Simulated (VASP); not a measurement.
A run of VASP 6.6.1:

File INCAR:

```
PREC = Accurate ; ENCUT = 520
EDIFF = 1E-6 ; ISMEAR = -1
SIGMA = 0.1 ; LREAL = False
LASPH = True ; NELM = 60
ALGO = Normal ; ISIF = 2
LWAVE = False ; LCHARG = False
GGA = PS ; NBANDS = 18
```

Contents of KPOINTS:

```
regular mesh
0
Gamma
  10 10 10
```

POSCAR

```
GaIr
1.0
    3.0196606302      0.0000000000      0.0000000000
    0.0000000000      3.0196606302      0.0000000000
    0.0000000000      0.0000000000      3.0196606302
Ga Ir
1 1
Direct
    0.0000000000      0.0000000000      0.0000000000
    0.5000000000      0.5000000000      0.5000000000
```

Potentials or basis: VASP PAW PBE potentials, release 64 (Ga_d, Ir).

Run with:

```bash
$ cat potpaw_PBE.64/Ga_d/POTCAR potpaw_PBE.64/Ir/POTCAR > POTCAR
$ mpirun -np 1 vasp_std > vasp.out
```

Hardware: 1 thread of Intel(R) Xeon(R) Platinum 8259CL CPU @ 2.50GHz (Skylake/Cascade Lake) (shared host).

**Question.** How long does it take, and how much memory?

**Answer.** It took 13 s on 1 thread of Intel(R) Xeon(R) Platinum 8259CL CPU @ 2.50GHz (Skylake/Cascade Lake), with other jobs on the host, peak memory 0.16 GiB. Counts: scf iterations 12, k points 56.
